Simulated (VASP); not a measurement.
Write the native input for VASP 6.6.1 that does the following.

```yaml
Task: single point
Functional: PBE
Potentials_or_basis: VASP PAW PBE potentials, release 64 (Mg, O)
Cutoff: 600 eV
k_mesh: 10 × 10 × 10
Occupations: gaussian, width 0.02 eV
Spin: no spin polarisation
Dipole_correction: no
Further_INCAR_settings: ALGO = Normal; EDIFF = 1e-06; NBANDS = 11
```

The structure of MgO (mix) lies in POSCAR:

```
MgO
1.0
    0.0000000000      2.0426643109      2.0426643109
    2.0426643109      0.0000000000      2.0426643109
    2.0426643109      2.0426643109      0.0000000000
Mg O
1 1
Direct
    0.0000000000      0.0000000000      0.0000000000
    0.5000000000      0.5000000000      0.5000000000
```

These files were run (other wordings do the same):

INCAR

```
SYSTEM = MgO
  ALGO = Normal
  EDIFF = 1E-6
  ENCUT = 600
  GGA = PE
  GGA_COMPAT = .FALSE.
  ISIF = 2
  ISMEAR = 0
  LASPH = .TRUE.
  LCHARG = .TRUE.
  LELF = .TRUE.
  LREAL = .FALSE.
  LVHAR = .TRUE.
  LWAVE = .FALSE.
  NBANDS = 11
  NELM = 120
  PREC = Accurate
  SIGMA = 0.02
```

KPOINTS

```
k-points
0
G
  10 10 10
  0 0 0
```

Potentials or basis: VASP PAW PBE potentials, release 64 (Mg, O).

The run is started by

```sh
$ cat potpaw_PBE.64/Mg/POTCAR potpaw_PBE.64/O/POTCAR > POTCAR
$ mpirun -np 1 vasp_std > vasp.out
```

It gave:

| Property | Result |
| --- | --- |
| Pressure | 22.2 GPa |
| Band gap on the k mesh | 5.67 eV, direct |

Wall time 7 s on 1 thread of Intel(R) Xeon(R) Platinum 8259CL CPU @ 2.50GHz (Skylake/Cascade Lake), on a shared host, peak memory 0.14 GiB.
